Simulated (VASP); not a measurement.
Input of a VASP 6.6.1 run:

INCAR

```
  ALGO = Normal
  EDIFF = 1E-6
  ENCUT = 520
  GGA = PS
  ISIF = 2
  ISMEAR = -1
  LASPH = True
  LCHARG = False
  LREAL = False
  LWAVE = False
  NBANDS = 23
  NELM = 80
  PREC = Accurate
  SIGMA = 0.02
```

The input KPOINTS:

```
k-points
0
Gamma
  8 8 8
```

Contents of POSCAR:

```
TlSbO2
1.0
    1.7450137617      1.0074841651      6.4237972555
   -1.7450137617      1.0074841651      6.4237972555
    0.0000000000     -2.0149683302      6.4237972555
Tl Sb O
1 1 2
Direct
    1.0000000000      0.0000000000      0.0000000000
    0.5000000000      0.5000000000      0.5000000000
    0.2283392675      0.2283392675      0.2283392675
    0.7716607325      0.7716607325      0.7716607325
```

Potentials or basis: VASP PAW PBE potentials, release 64 (Tl_d, Sb, O).

Launch:

```bash
$ cat potpaw_PBE.64/Tl_d/POTCAR potpaw_PBE.64/Sb/POTCAR potpaw_PBE.64/O/POTCAR > POTCAR
$ mpirun -np 1 vasp_std > vasp.out
```

Predict the largest force.

0.043 eV/Å.

What does it give for the band gap on the k mesh?

Zero (bands 15 and 16 overlap by 0.24 eV).

Stress tensor (GPa, compression positive):
```
-0.53  0.00  0.00
 0.00 -0.53  0.00
 0.00  0.00 -0.44
```

Caveat: the PAW data sets were made with another functional, which shifts forces and pressure a little; spin-orbit coupling is left out, which moves the levels of the heavy elements.
